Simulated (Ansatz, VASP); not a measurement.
**BaS: VASP beside Ansatz**

```
CELL_PARAMETERS angstrom
0.00000 3.21951 3.21951
3.21951 0.00000 3.21951
3.21951 3.21951 0.00000
ATOMIC_POSITIONS crystal
Ba 0.00000 0.00000 0.00000
S 0.25000 0.25000 0.25000
```

Alike in both runs: task relaxation of cell and atoms; functional PBE; k mesh 9 × 9 × 9; occupations fermi-dirac, width 0.08 eV; no spin polarisation.

|  | VASP | Ansatz |
| --- | --- | --- |
| version | VASP 6.6.1 | Ansatz 0.2.0 |
| potentials or method | VASP PAW PBE potentials, release 64 (Ba_sv, S) | PAW with Ansatz's default frozen-core files, scalar-relativistic |
| plane-wave cutoff (eV) | 600 | 420 |
| valence electrons in the cell | 16 | 16 |

```csv
,VASP,Ansatz,Ansatz less VASP
relaxed volume (Å³/atom),44.18,43.47,-0.711
relaxed cell length with the largest relative difference (Å),5.000,4.973,-0.0270
```

Spin-orbit coupling is off throughout. Noted on VASP's run: the volume moved by over 15 % at a fixed basis, so the end points are rough.
